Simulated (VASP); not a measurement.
# BiTe (R-3m) in VASP: notebook

The runs below take BiTe through relaxation of shape and atoms at fixed volume, with PBEsol.

All numbers are computed with VASP 6.6.1; they aren't measurements. Logs are shortened: lines on timing, memory, paths and dates and some standing lists are left out, and cuts for length are marked.

## (1) The cell of the first run

Symmetry: R-3m, No. 166, trigonal system. Conventional cell: a = 4.736 Å, b = 4.736 Å, c = 8.658 Å, α = 90.00°, β = 90.00°, γ = 120.00°. Within 4.1 Å of Bi (site symmetry -3m) lie 6 Te at 3.09 Å and 6 Bi at 3.98 Å. Te (site symmetry -3m) has 6 Bi at 3.09 Å and 6 Te at 3.98 Å within 4.1 Å.

## (2) Relaxation of shape and atoms at fixed volume, PBEsol (28.03 Å³/atom)

INCAR reads:

```
PREC     = Accurate       # precision mode
ENCUT    = 600            # plane-wave cutoff, eV
EDIFF    = 1E-6           # SCF threshold, eV
ISMEAR   = 0              # smearing method
SIGMA    = 0.1            # smearing width, eV
LREAL    = F              # projectors in reciprocal space
LASPH    = T              # aspherical terms in the spheres
NELM     = 60             # most SCF steps
ALGO     = Normal         # electronic algorithm
ISIF     = 4              # what is computed and relaxed
LWAVE    = F              # write WAVECAR
LCHARG   = F              # write CHGCAR
GGA      = PS             # functional
IBRION   = 2              # ionic algorithm
NSW      = 50             # ionic steps
EDIFFG   = -0.01          # ionic threshold
```

KPOINTS reads:

```
Automatic mesh
0
Gamma
  12 12 12
```

POSCAR reads:

```
BiTe
1.0
    2.3681758350      1.3672669558      2.8859608951
   -2.3681758350      1.3672669558      2.8859608951
    0.0000000000     -2.7345339117      2.8859608951
Bi Te
1 1
Direct
    0.5000000000      0.5000000000      0.5000000000
    0.0000000000      0.0000000000      0.0000000000
```

Potentials or basis: VASP PAW PBE potentials, release 64 (Bi_d, Te).

Command:

```bash
$ cat potpaw_PBE.64/Bi_d/POTCAR potpaw_PBE.64/Te/POTCAR > POTCAR
$ mpirun -np 1 vasp_std > vasp.out
```

OUTCAR:

```text
PREC = Accurate
   ENCUT = 600
   EDIFF = 1E-6
   ISMEAR = 0
   LREAL = F
   LASPH = T
   NELM = 60
   ISIF = 4
   GGA = PS
   IBRION = 2
   NSW = 50
   EDIFFG = -0.01

 ion  position               nearest neighbor table
   1  0.500  0.500  0.500-   2 3.09   2 3.09   2 3.09   2 3.09   2 3.09   2 3.09
   2  0.000  0.000  0.000-   1 3.09   1 3.09   1 3.09   1 3.09   1 3.09   1 3.09

  LATTYP: Found a trigonal (rhomboedric) cell.
 ALAT       =     3.9757321341
 COS(alpha) =     0.2903835834

  Lattice vectors:

 A1 = (   2.3681758350,   1.3672669558,   2.8859608951)
 A2 = (  -2.3681758350,   1.3672669558,   2.8859608951)
 A3 = (   0.0000000000,  -2.7345339117,   2.8859608951)

Analysis of symmetry for initial positions (statically):
=====================================================================
 Subroutine PRICEL returns:
 Original cell was already a primitive cell.

 Routine SETGRP: Setting up the symmetry group for a
 trigonal (rhombohedral) supercell.

 Subroutine GETGRP returns: Found 12 space group operations
 (whereof 12 operations were pure point group operations)
 out of a pool of 12 trial point group operations.

The static configuration has the point symmetry D_3d.

Analysis of symmetry for dynamics (positions and initial velocities):
=====================================================================
 Subroutine PRICEL returns:
 Original cell was already a primitive cell.

 Routine SETGRP: Setting up the symmetry group for a
 trigonal (rhombohedral) supercell.

 Subroutine GETGRP returns: Found 12 space group operations
 (whereof 12 operations were pure point group operations)
 out of a pool of 12 trial point group operations.

The dynamic configuration has the point symmetry D_3d.

 Subroutine INISYM returns: Found 12 space group operations
 (whereof 12 operations are pure point group operations),
 and found     1 'primitive' translations

----------------------------------------------------------------------------------------

                                     Primitive cell

  volume of cell :      56.0672

  direct lattice vectors                    reciprocal lattice vectors
     2.368175835  1.367266956  2.885960895     0.211132971  0.121897678  0.115501681
    -2.368175835  1.367266956  2.885960895    -0.211132971  0.121897678  0.115501681
     0.000000000 -2.734533912  2.885960895     0.000000000 -0.243795355  0.115501681

  length of vectors
     3.975732134  3.975732134  3.975732134     0.269771780  0.269771780  0.269771780

  position of ions in fractional coordinates (direct lattice)
     0.500000000  0.500000000  0.500000000
     0.000000000  0.000000000  0.000000000

  ion indices of the primitive-cell ions
   primitive index   ion index
                 1           1
                 2           2

----------------------------------------------------------------------------------------

 KPOINTS: Automatic mesh

Automatic generation of k-mesh.
 Grid dimensions read from file:
 generate k-points for:   12   12   12

 Generating k-lattice:

  Cartesian coordinates                     Fractional coordinates (reciprocal lattice)
     0.017594414  0.010158140  0.009625140     0.083333333  0.000000000  0.000000000
    -0.017594414  0.010158140  0.009625140     0.000000000  0.083333333  0.000000000
     0.000000000 -0.020316280  0.009625140    -0.000000000 -0.000000000  0.083333333

  Length of vectors
     0.022480982  0.022480982  0.022480982

  Shift w.r.t. Gamma in fractional coordinates (k-lattice)
     0.000000000  0.000000000  0.000000000

 Subroutine IBZKPT returns following result:
 ===========================================

 Found    189 irreducible k-points:

 Following reciprocal coordinates:
            Coordinates               Weight
  0.000000  0.000000  0.000000      1.000000
  0.083333  0.000000  0.000000      6.000000
  0.166667  0.000000  0.000000      6.000000
  0.250000  0.000000  0.000000      6.000000
  0.333333  0.000000 -0.000000      6.000000
  0.416667  0.000000  0.000000      6.000000
[... 16 lines left out ...]
  0.500000  0.166667  0.000000     12.000000
 -0.416667  0.166667  0.000000     12.000000
 [... further k-points ...]
   k-points           NKPTS =    189   k-points in BZ     NKDIM =    189   number of bands    NBANDS=     14
   number of dos      NEDOS =    301   number of ions     NIONS =      2
   total plane-waves  NPLWV =  32768
   dimension x,y,z NGX =    32 NGY =   32 NGZ =   32
   dimension x,y,z NGXF=    64 NGYF=   64 NGZF=   64
   ions per type =               1   1
   NGX,Y,Z   is equivalent  to a cutoff of  13.38, 13.38, 13.38 a.u.
   NGXF,Y,Z  is equivalent  to a cutoff of  26.76, 26.76, 26.76 a.u.
 SYSTEM =  unknown system
   PREC   = accura    normal or accurate (medium, high low for compatibility)
   ISTART =      0    job   : 0-new  1-cont  2-samecut
   ICHARG =      2    charge: 1-file 2-atom 10-const
   ISPIN  =      1    spin polarized calculation?
   LNONCOLLINEAR =      F non collinear calculations
   LSORBIT =      F    spin-orbit coupling
   LASPH  =      T    aspherical Exc in radial PAW
   ENCUT  =  600.0 eV  44.10 Ry    6.64 a.u.   7.94  7.94  7.94*2*pi/ulx,y,z
   NELM   =     60;   NELMIN=  2; NELMDL= -5     # of ELM steps
   EDIFF  = 0.1E-05   stopping-criterion for ELM
   LREAL  =      F    real-space projection
   EDIFFG = -.1E-01   stopping-criterion for IOM
   NSW    =     50    number of steps for IOM
   IBRION =      2    ionic relax: 0-MD 1-quasi-New 2-CG
   NFREE  =      1    steps in history (QN), initial steepest desc. (CG)
   ISIF   =      4    stress and relaxation
   ISYM   =      2    0-nonsym 1-usesym 2-fastsym
   POTIM  = 0.5000    time-step for ionic-motion
   TEBEG  =    0.0;   TEEND  =   0.0 temperature during run
   PSTRESS=    0.0 pullay stress
   NELECT =      21.0000    total number of electrons
   NUPDOWN=      -1.0000    fix difference up-down
   EMIN   =  10.00;   EMAX   =-10.00  energy-range for DOS
   EFERMI =   0.00;   METHOD = LEGACY
   ISMEAR =     0;   SIGMA  =   0.10  broadening in eV -4-tet -1-fermi 0-gaus
   EFERMI_NEDOS =   21; number of points for ismear=-14 and -15
   IALGO  =     38    algorithm
   IMIX   =      4    mixing-type and parameters
     AMIX     =   0.40;   BMIX     =  1.00
     AMIX_MAG =   1.60;   BMIX_MAG =  1.00
  volume/ion in A,a.u.               =      28.03       189.18
  Fermi-wavevector in a.u.,A,eV,Ry     =   1.180080  2.230029 18.947335  1.392590
  Thomas-Fermi vector in A             =   2.316379
   LORBIT       =      0    0 simple, 1 ext, 2 COOP (PROOUT), +10 PAW based schemes
   GGA     = PS    functional components
   LHFCALC =     F    Hartree Fock is set to
   AEXX    =    0.0000 exact exchange contribution
   IVDW    =     0    specifies the selected vdW correction
   LEPSILON=     F    determine dielectric tensor
   LRPA    =     F    only Hartree local field effects (RPA)
 conjugate gradient relaxation of ions
 non-spin polarized calculation
 Gauss-broadening in eV      SIGMA  =   0.10
  energy-cutoff  :      600.00
  volume of cell :       56.07
 maximum number of plane-waves:      1890
   NGX = 15   NGY = 15   NGZ = 15

--------------------------------------- Ionic step        1  -------------------------------------------

 number of electron      20.9999997 magnetization

 Free energy of the ion-electron system (eV)
  ---------------------------------------------------
  ext. energy  EPLUGINS =         0.00000000
  ---------------------------------------------------
  free energy    TOTEN  =        -7.85478203 eV

  energy without entropy =       -7.84928902  energy(sigma->0) =       -7.85203552

------------------------ aborting loop because EDIFF is reached ----------------------------------------

  FORCE on cell =-STRESS in cart. coord.  units (eV):
  Direction    XX          YY          ZZ          XY          YZ          ZX
  --------------------------------------------------------------------------------------
  -------------------------------------------------------------------------------------
  Total        2.8666293      2.8666293      2.4855938      0.0000000     -0.0000000      0.0000000
  in kB       81.9168335     81.9168335     71.0283608      0.0000000     -0.0000000      0.0000000
  external PRESSURE =      78.2873426 kB  Pullay stress =       0.0000000 kB
[... 57 lines left out ...]
  energy  without entropy=       -7.8512989372  energy(sigma->0) =       -7.85407574

--------------------------------------- Ionic step        3  -------------------------------------------

 number of electron      20.9999996 magnetization

 Free energy of the ion-electron system (eV)
  ---------------------------------------------------
  ext. energy  EPLUGINS =         0.00000000
  ---------------------------------------------------
  free energy    TOTEN  =        -7.85984479 eV

  energy without entropy =       -7.85437270  energy(sigma->0) =       -7.85710874

 E-fermi :   8.7149     XC(G=0): -10.5164

 val. band max:        8.7092481541   @ k =   0.5000   0.2500   0.0833
 cond. band min:       8.7183579304   @ k =  -0.3333   0.3333   0.0833
 fundamental gap:      0.0091097763
 Fermi energy:         8.7148946733

 k-point     1 :       0.0000    0.0000    0.0000
  band No.  band energies     occupation
      1     -14.4341      2.00000
      2     -14.4341      2.00000
      3     -14.4163      2.00000
      4     -14.4163      2.00000
      5     -14.3757      2.00000
      6      -5.8691      2.00000
      7       0.9303      2.00000
      8       5.2787      2.00000
      9       5.2787      2.00000
     10       7.4041      2.00000
     11      11.2574      0.00000
     12      12.1145      0.00000
     13      12.1145      0.00000
     14      12.4912      0.00000
[... 375 lines left out ...]
 k-point    24 :      -0.4167    0.1667    0.0000
  band No.  band energies     occupation
      1     -14.4378      2.00000
      2     -14.4293      2.00000
      3     -14.4242      2.00000
      4     -14.3939      2.00000
      5     -14.3735      2.00000
      6      -3.5567      2.00000
      7      -2.8493      2.00000
      8       4.3489      2.00000
      9       6.5430      2.00000
     10       7.5692      2.00000
     11       8.6871      1.30610
     12      10.3967      0.00000
     13      11.0681      0.00000
     14      13.6590      0.00000

 [... further k-points ...]
[... 5 lines left out ...]
  --------------------------------------------------------------------------------------
  -------------------------------------------------------------------------------------
  Total        2.4572820      2.4572820      2.4332383      0.0000000     -0.0000000      0.0000000
  in kB       70.2193220     70.2193220     69.5322482      0.0000000     -0.0000000      0.0000000
  external PRESSURE =      69.9902974 kB  Pullay stress =       0.0000000 kB
[... 17 lines left out ...]
  FREE ENERGIE OF THE ION-ELECTRON SYSTEM (eV)
  ---------------------------------------------------
  free  energy   TOTEN  =        -7.8598447928 eV

  energy  without entropy=       -7.8543726955  energy(sigma->0) =       -7.85710874

 reached required accuracy - stopping structural energy minimisation
```

Wall time 5.4 min (1 thread of Intel Xeon 8259CL, shared host); peak memory 0.34 GiB.

Results:

```
Free energy               : -7.8598 eV
Energy gained by relaxing : 2.5 meV/atom
Ionic steps               : 3
Pressure after relaxing   : 7.0 GPa
Band gap on the k mesh    : zero (an odd number of electrons rules out a gap without spin polarisation)
```

Step by step:
```csv
step,energy change (eV),largest force (eV/Å),pressure (GPa),volume (Å³)
1,0.0000,0.0000,7.83,56.07
2,-0.0021,0.0000,7.61,56.07
3,-0.0051,0.0000,7.00,56.07
```

Final structure:
```xyz
2
Lattice="2.3976 1.3842 2.8157 -2.3976 1.3842 2.8157 0.0000 -2.7685 2.8157" Properties=species:S:1:pos:R:3 pbc="T T T"
Bi    0.0000    0.0000    4.2235
Te    0.0000    0.0000    0.0000
```

Caveat: the PAW data sets were made with another functional, which shifts forces and pressure a little; spin-orbit coupling is left out, which moves the levels of the heavy elements.

[end of part 1 of 2]
